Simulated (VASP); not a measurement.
# Zn4HSe4 (a cell with a defect): single point with PBEsol

Zn4HSe4 (a cell with a defect):

```
Zn Se H
1.0
    -4.02564   -4.02564    0.00000
    -4.02564    4.02564    0.00000
     4.02564    0.00000   -5.54062
Zn Se H
4 4 1
Cartesian
  -3.9530 0.0497 0.0509
  0.0726 -0.0497 0.0509
  -1.9366 2.0128 0.0200
  -2.3414 -2.0128 -0.3352
  -0.0543 2.0128 -3.9824
  0.0504 -2.0128 -4.0479
  -5.8999 -0.0328 -1.4766
  -1.8743 0.0328 -1.4766
  -2.8619 2.0128 2.4412
```

```yaml
Program: VASP 6.6.1
Task: single point
Functional: PBEsol
Potentials_or_basis: VASP PAW PBE potentials, release 64 (Zn, Se, H)
Cutoff: 520 eV
k_mesh: 6 × 6 × 6
Occupations: gaussian, width 0.05 eV
Spin: no spin polarisation
```

```yaml
Largest_force: 0.065 eV/Å
```

Forces in eV/Å, atoms in the order of the input:
```
Zn  -0.006  0.011  0.001
Zn  -0.006 -0.011  0.001
Zn  -0.004  0.000  0.001
Zn   0.013  0.000  0.002
Se  -0.038  0.000  0.000
Se   0.003  0.000  0.065
Se   0.001 -0.014 -0.049
Se   0.001  0.014 -0.049
H    0.035  0.000  0.030
```

Levels at points of the mesh, in eV from the Fermi level:
| k point | band 34 | band 35 | band 36 | band 37 | band 38 | band 39 |
| --- | --- | --- | --- | --- | --- | --- |
| (0.00, 0.00, 0.00) | -0.71 | -0.27 | -0.23 | 1.33 | 1.74 | 2.48 |
| (0.50, 0.00, 0.00) | -1.54 | -1.26 | -1.00 | 2.44 | 3.56 | 3.79 |
| (0.00, 0.50, 0.50) | -1.68 | -1.44 | -0.92 | 2.74 | 3.67 | 3.74 |
| (0.50, 0.50, 0.00) | -0.96 | -0.94 | -0.73 | 1.61 | 2.27 | 3.40 |
| (0.50, 0.50, 0.50) | -1.19 | -0.92 | -0.80 | 1.76 | 2.30 | 3.28 |
| (0.00, 0.00, 0.50) | -1.88 | -1.20 | -0.88 | 1.75 | 2.01 | 2.19 |

It took 6.7 min on 1 thread of AMD EPYC 9R45 96-Core Processor (Zen 5), on a shared host, peak memory 0.57 GiB.

Caveat: the cell carries a net charge on a neutralising background, which shifts energy and pressure; the cell is charged against a uniform background, so pressure and absolute levels hang on convention; the PAW data sets were made with another functional, which shifts forces and pressure a little.
